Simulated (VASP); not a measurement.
# CoSi2 (I4/mmm) in VASP: a series of runs

Runs on CoSi2. Level: PBEsol. Tasks: single point.

Everything below comes from runs of VASP 6.6.1. Logs are shortened: lines on timing, memory, paths and dates and some standing lists are left out, and cuts for length are marked.

## (1) The cell of the first run

The structure is tetragonal, space group I4/mmm (No. 139). The conventional cell has a = 3.799 Å, b = 3.799 Å, c = 5.073 Å, α = 90.00°, β = 90.00°, γ = 90.00°. Co (site symmetry 4/mmm) has 8 Si at 2.28 Å within 3.0 Å. Within 3.0 Å of Si (site symmetry -4m2) lie 4 Co at 2.28 Å and 6 Si at 2.54 to 2.69 Å.

## (2) Single point, PBEsol (uniaxial strain along c: -4.5 %)

File INCAR:

```
SYSTEM = CoSi2
  PREC = Accurate
  ENCUT = 520
  EDIFF = 1E-7
  ISMEAR = 0
  SIGMA = 0.1
  LREAL = .FALSE.
  LASPH = .TRUE.
  NELM = 80
  ALGO = Normal
  ISIF = 2
  LWAVE = .FALSE.
  LCHARG = .TRUE.
  GGA = PS
  LELF = .TRUE.
  LVHAR = .TRUE.
  NBANDS = 26
```

File KPOINTS:

```
regular mesh
0
G
  10 10 8
  0 0 0
```

File POSCAR:

```
CoSi2
1.0
    2.6861368232      2.6861368232      0.0000000000
   -2.6861368232      2.6861368232      0.0000000000
    0.0000000000      0.0000000000      5.0734450753
Co Si
2 4
Direct
    0.0000000000      0.0000000000      0.0000000000
    0.5000000000      0.5000000000      0.5000000000
    0.0000000000      0.5000000000      0.7500000000
    0.5000000000      0.0000000000      0.7500000000
    0.5000000000      0.0000000000      0.2500000000
    0.0000000000      0.5000000000      0.2500000000
```

Potentials or basis: VASP PAW PBE potentials, release 64 (Co, Si).

Command:

```console
cat potpaw_PBE.64/Co/POTCAR potpaw_PBE.64/Si/POTCAR > POTCAR
mpirun -np 1 vasp_std > vasp.out
```

OUTCAR:

```text
SYSTEM = CoSi2
   PREC = Accurate
   ENCUT = 520
   EDIFF = 1E-7
   ISMEAR = 0
   LREAL = .FALSE.
   LASPH = .TRUE.
   NELM = 80
   ISIF = 2
   GGA = PS

 ion  position               nearest neighbor table
   1  0.000  0.000  0.000-   3 2.28   4 2.28   5 2.28   6 2.28   3 2.28   6 2.28   4 2.28   5 2.28

   2  0.500  0.500  0.500-   3 2.28   4 2.28   5 2.28   6 2.28   4 2.28   5 2.28   3 2.28   6 2.28

   3  0.000  0.500  0.750-   1 2.28   2 2.28   1 2.28   2 2.28   6 2.54   6 2.54   4 2.69   4 2.69
                             4 2.69   4 2.69
   4  0.500  0.000  0.750-   1 2.28   2 2.28   2 2.28   1 2.28   5 2.54   5 2.54   3 2.69   3 2.69
                             3 2.69   3 2.69
   5  0.500  0.000  0.250-   1 2.28   2 2.28   2 2.28   1 2.28   4 2.54   4 2.54   6 2.69   6 2.69
                             6 2.69   6 2.69
   6  0.000  0.500  0.250-   1 2.28   2 2.28   1 2.28   2 2.28   3 2.54   3 2.54   5 2.69   5 2.69
                             5 2.69   5 2.69

  LATTYP: Found a simple tetragonal cell.
 ALAT       =     3.7987711258
 C/A-ratio  =     1.3355490256

  Lattice vectors:

 A1 = (   2.6861368232,   2.6861368232,   0.0000000000)
 A2 = (  -2.6861368232,   2.6861368232,   0.0000000000)
 A3 = (   0.0000000000,   0.0000000000,   5.0734450753)

Analysis of symmetry for initial positions (statically):
=====================================================================
 Subroutine PRICEL returns following result:

  LATTYP: Found a body centered tetragonal cell.
 ALAT       =     3.7987711258
 C/A-ratio  =     1.3355490256

  Lattice vectors:

 A1 = (   0.0000000000,  -2.6861368232,  -2.5367225376)
 A2 = (   0.0000000000,   2.6861368232,  -2.5367225377)
 A3 = (   2.6861368232,   0.0000000000,   2.5367225376)

   2 primitive cells build up your supercell.

 Routine SETGRP: Setting up the symmetry group for a
 simple tetragonal supercell.

 Subroutine GETGRP returns: Found 16 space group operations
 (whereof 16 operations were pure point group operations)
 out of a pool of 16 trial point group operations.

The static configuration has the point symmetry D_4h.

Analysis of symmetry for dynamics (positions and initial velocities):
=====================================================================
 Subroutine PRICEL returns following result:

  LATTYP: Found a body centered tetragonal cell.
 ALAT       =     3.7987711258
 C/A-ratio  =     1.3355490256

  Lattice vectors:

 A1 = (   0.0000000000,  -2.6861368232,  -2.5367225376)
 A2 = (   0.0000000000,   2.6861368232,  -2.5367225377)
 A3 = (   2.6861368232,   0.0000000000,   2.5367225376)

   2 primitive cells build up your supercell.

 Routine SETGRP: Setting up the symmetry group for a
 simple tetragonal supercell.

 Subroutine GETGRP returns: Found 16 space group operations
 (whereof 16 operations were pure point group operations)
 out of a pool of 16 trial point group operations.

The dynamic configuration has the point symmetry D_4h.

 Subroutine INISYM returns: Found 16 space group operations
 (whereof 16 operations are pure point group operations),
 and found     2 'primitive' translations

----------------------------------------------------------------------------------------

                                     Primitive cell

  volume of cell :      36.6066

  direct lattice vectors                    reciprocal lattice vectors
     0.000000000 -2.686136823 -2.536722538     0.186140928 -0.186140928 -0.197104726
     0.000000000  2.686136823 -2.536722538     0.186140928  0.186140928 -0.197104726
     2.686136823  0.000000000  2.536722538     0.372281855  0.000000000  0.000000000

  length of vectors
     3.694630193  3.694630193  3.694630193     0.328857359  0.328857359  0.372281855

  position of ions in fractional coordinates (direct lattice)
     0.000000000  0.000000000  0.000000000
     0.750000000  0.250000000  0.500000000
     0.250000000  0.750000000  0.500000000

  ion indices of the primitive-cell ions
   primitive index   ion index
                 1           1
                 2           3
                 3           4

----------------------------------------------------------------------------------------

 KPOINTS: regular mesh

Automatic generation of k-mesh.
 Grid dimensions read from file:
 generate k-points for:   10   10    8

 Generating k-lattice:

  Cartesian coordinates                     Fractional coordinates (reciprocal lattice)
     0.018614093  0.018614093  0.000000000     0.100000000  0.000000000  0.000000000
    -0.018614093  0.018614093  0.000000000     0.000000000  0.100000000  0.000000000
     0.000000000  0.000000000  0.024638091     0.000000000  0.000000000  0.125000000

  Length of vectors
     0.026324302  0.026324302  0.024638091

  Shift w.r.t. Gamma in fractional coordinates (k-lattice)
     0.000000000  0.000000000  0.000000000

 Subroutine IBZKPT returns following result:
 ===========================================

 Found    105 irreducible k-points:

 Following reciprocal coordinates:
            Coordinates               Weight
  0.000000  0.000000  0.000000      1.000000
  0.100000  0.000000  0.000000      4.000000
  0.200000  0.000000  0.000000      4.000000
  0.300000  0.000000  0.000000      4.000000
  0.400000  0.000000  0.000000      4.000000
  0.500000  0.000000  0.000000      2.000000
[... 16 lines left out ...]
  0.100000  0.000000  0.125000      8.000000
  0.200000  0.000000  0.125000      8.000000
 [... further k-points ...]
   k-points           NKPTS =    105   k-points in BZ     NKDIM =    105   number of bands    NBANDS=     26
   number of dos      NEDOS =    301   number of ions     NIONS =      6
   total plane-waves  NPLWV =  31360
   dimension x,y,z NGX =    28 NGY =   28 NGZ =   40
   dimension x,y,z NGXF=    56 NGYF=   56 NGZF=   80
   ions per type =               2   4
   NGX,Y,Z   is equivalent  to a cutoff of  12.25, 12.25, 13.11 a.u.
   NGXF,Y,Z  is equivalent  to a cutoff of  24.51, 24.51, 26.21 a.u.
 SYSTEM =  CoSi2
   PREC   = accura    normal or accurate (medium, high low for compatibility)
   ISTART =      0    job   : 0-new  1-cont  2-samecut
   ICHARG =      2    charge: 1-file 2-atom 10-const
   ISPIN  =      1    spin polarized calculation?
   LNONCOLLINEAR =      F non collinear calculations
   LSORBIT =      F    spin-orbit coupling
   LASPH  =      T    aspherical Exc in radial PAW
   ENCUT  =  520.0 eV  38.22 Ry    6.18 a.u.   7.06  7.06  9.43*2*pi/ulx,y,z
   NELM   =     80;   NELMIN=  2; NELMDL= -5     # of ELM steps
   EDIFF  = 0.1E-06   stopping-criterion for ELM
   LREAL  =      F    real-space projection
   EDIFFG = 0.1E-05   stopping-criterion for IOM
   NSW    =      0    number of steps for IOM
   IBRION =     -1    ionic relax: 0-MD 1-quasi-New 2-CG
   NFREE  =      0    steps in history (QN), initial steepest desc. (CG)
   ISIF   =      2    stress and relaxation
   ISYM   =      2    0-nonsym 1-usesym 2-fastsym
   POTIM  = 0.5000    time-step for ionic-motion
   TEBEG  =    0.0;   TEEND  =   0.0 temperature during run
   PSTRESS=    0.0 pullay stress
   NELECT =      34.0000    total number of electrons
   NUPDOWN=      -1.0000    fix difference up-down
   EMIN   =  10.00;   EMAX   =-10.00  energy-range for DOS
   EFERMI =   0.00;   METHOD = LEGACY
   ISMEAR =     0;   SIGMA  =   0.10  broadening in eV -4-tet -1-fermi 0-gaus
   EFERMI_NEDOS =   21; number of points for ismear=-14 and -15
   IALGO  =     38    algorithm
   IMIX   =      4    mixing-type and parameters
     AMIX     =   0.40;   BMIX     =  1.00
     AMIX_MAG =   1.60;   BMIX_MAG =  1.00
  volume/ion in A,a.u.               =      12.20        82.34
  Fermi-wavevector in a.u.,A,eV,Ry     =   1.267763  2.395725 21.867596  1.607223
  Thomas-Fermi vector in A             =   2.400894
   LORBIT       =      0    0 simple, 1 ext, 2 COOP (PROOUT), +10 PAW based schemes
   GGA     = PS    functional components
   LHFCALC =     F    Hartree Fock is set to
   AEXX    =    0.0000 exact exchange contribution
   IVDW    =     0    specifies the selected vdW correction
   LEPSILON=     F    determine dielectric tensor
   LRPA    =     F    only Hartree local field effects (RPA)
 non-spin polarized calculation
 Gauss-broadening in eV      SIGMA  =   0.10
  energy-cutoff  :      520.00
  volume of cell :       73.21
 maximum number of plane-waves:      1992
   NGX = 15   NGY = 15   NGZ = 19

 number of electron      34.0000009 magnetization

 Free energy of the ion-electron system (eV)
  ---------------------------------------------------
  ext. energy  EPLUGINS =         0.00000000
  ---------------------------------------------------
  free energy    TOTEN  =       -41.87985621 eV

  energy without entropy =      -41.86927966  energy(sigma->0) =      -41.87456793

 E-fermi :  10.6279     XC(G=0): -12.0778

 val. band max:       10.6168896397   @ k =   0.2000   0.1000   0.1250
 cond. band min:      10.6508233806   @ k =   0.2000   0.0000   0.1250
 fundamental gap:      0.0339337409
 Fermi energy:        10.6279250975

 k-point     1 :       0.0000    0.0000    0.0000
  band No.  band energies     occupation
      1      -2.8542      2.00000
      2       2.0544      2.00000
      3       3.1725      2.00000
      4       3.6117      2.00000
      5       6.1756      2.00000
      6       6.4639      2.00000
[... 18 lines left out ...]
     25      15.8383      0.00000
     26      15.8383      0.00000

 k-point     2 :       0.1000    0.0000    0.0000
  band No.  band energies     occupation
      1      -2.7534      2.00000
      2       2.1269      2.00000
      3       3.2568      2.00000
      4       3.3644      2.00000
      5       6.1780      2.00000
      6       6.2744      2.00000
[... 18 lines left out ...]
     25      15.4803      0.00000
[... 608 lines left out ...]
     25      15.8342      0.00000
     26      16.2852      0.00000

 k-point    24 :       0.2000    0.0000    0.1250
  band No.  band energies     occupation
      1      -2.3649      2.00000
      2       1.6081      2.00000
      3       2.6918      2.00000
      4       4.3568      2.00000
      5       5.4066      2.00000
      6       6.3921      2.00000
[... 18 lines left out ...]
     25      16.2345      0.00000
     26      17.1353      0.00000

 [... further k-points ...]

------------------------ aborting loop because EDIFF is reached ----------------------------------------

  FORCE on cell =-STRESS in cart. coord.  units (eV):
  Direction    XX          YY          ZZ          XY          YZ          ZX
  --------------------------------------------------------------------------------------
  -------------------------------------------------------------------------------------
  Total        1.2452528      1.2452528      4.6866688      0.0000000      0.0000000     -0.0000000
  in kB       27.2507770     27.2507770    102.5617973      0.0000000      0.0000000     -0.0000000
  external PRESSURE =      52.3544504 kB  Pullay stress =       0.0000000 kB

 VOLUME and BASIS-vectors are now :
 -----------------------------------------------------------------------------
  energy-cutoff  :      520.00
  volume of cell :       73.21
      direct lattice vectors                 reciprocal lattice vectors
     2.686136823  2.686136823  0.000000000     0.186140928  0.186140928  0.000000000
    -2.686136823  2.686136823  0.000000000    -0.186140928  0.186140928  0.000000000
     0.000000000  0.000000000  5.073445075     0.000000000  0.000000000  0.197104726

 POSITION                                       TOTAL-FORCE (eV/Angst)
 -----------------------------------------------------------------------------------
      0.00000      0.00000      0.00000        -0.000000      0.000000     -0.000000
      0.00000      2.68614      2.53672        -0.000000      0.000000      0.000000
     -1.34307      1.34307      3.80508        -0.000000     -0.000000      0.000000
      1.34307      1.34307      3.80508         0.000000      0.000000     -0.000000
      1.34307      1.34307      1.26836        -0.000000     -0.000000     -0.000000
     -1.34307      1.34307      1.26836         0.000000     -0.000000     -0.000000
 -----------------------------------------------------------------------------------
    total drift:                               -0.000000      0.000000      0.000000

  FREE ENERGIE OF THE ION-ELECTRON SYSTEM (eV)
  ---------------------------------------------------
  free  energy   TOTEN  =       -41.8798562075 eV

  energy  without entropy=      -41.8692796588  energy(sigma->0) =      -41.87456793
```

It took 5.8 min on 1 thread of Intel Xeon 8259CL, shared host; peak memory 0.29 GiB.

Results:

| Quantity | Value |
| --- | --- |
| Free energy | -41.8799 eV |
| Pressure | 5.2 GPa |
| Band gap on the k mesh | zero (bands 17 and 18 overlap by 2.99 eV) |

Stress tensor (GPa, compression positive):
```
 2.73  0.00  0.00
 0.00  2.73  0.00
 0.00  0.00 10.26
```

Caveat: the cell differs from its parent crystal (uniaxial strain along c: -4.5 %); the stress differs along the axes, from 3 to 10 GPa; the PAW data sets were made with another functional, which shifts forces and pressure a little; the run has no spin polarisation, though such a crystal can be magnetic.

(Continued in part 2 of 2.)

The gap in the log of VASP goes by the Fermi energy; the results here count the filled bands.